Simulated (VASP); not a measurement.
Ir: single point with r2SCAN

The system is Ir.

```
Ir
1.0
    -1.53050    1.53050    1.53050
     1.53050   -1.53050    1.53050
     1.53050    1.53050   -1.53050
Ir
1
Direct
  0.00000 0.00000 0.00000
```

This isn't the form of Ir at room conditions, which is fcc.

| Quantity | Value |
| --- | --- |
| Program | VASP 6.6.1 |
| Task | single point |
| Functional | r2SCAN |
| Potentials or basis | VASP PAW PBE potentials, release 64 (Ir_sv_GW) |
| Cutoff | 620 eV |
| k mesh | 18 × 18 × 18 |
| Occupations | gaussian, width 0.05 eV |
| Spin | no spin polarisation |
| Dipole correction | no |
| Further INCAR settings | ALGO = Normal; EDIFF = 1e-06; NBANDS = 14 |

```
Pressure               : 8.3 GPa
Band gap on the k mesh : zero (an odd number of electrons rules out a gap without spin polarisation)
```

Levels at points of the mesh, in eV from the Fermi level:
| k point | band 4 | band 5 | band 6 | band 7 | band 8 | band 9 | band 10 | band 11 | band 12 | band 13 |
| --- | --- | --- | --- | --- | --- | --- | --- | --- | --- | --- |
| (0.00, 0.00, 0.00) | -50.36 | -11.07 | -3.76 | -3.76 | -3.76 | -0.59 | -0.59 | 17.07 | 17.07 | 17.07 |
| (0.50, 0.00, 0.00) | -50.36 | -7.86 | -5.70 | -0.74 | -0.05 | -0.02 | 2.43 | 8.63 | 13.33 | 17.58 |
| (0.50, 0.50, 0.50) | -50.96 | -7.45 | -7.45 | 1.68 | 1.68 | 1.68 | 8.34 | 8.34 | 8.34 | 15.91 |

Wall time 100 s on 1 thread of AMD EPYC 9R45 96-Core Processor (Zen 5), with other jobs on the host, peak memory 0.16 GiB.

Caveat: the cell stands under pressure; the PAW data sets were made with another functional, which shifts forces and pressure a little; spin-orbit coupling is left out, which moves the levels of the heavy elements.
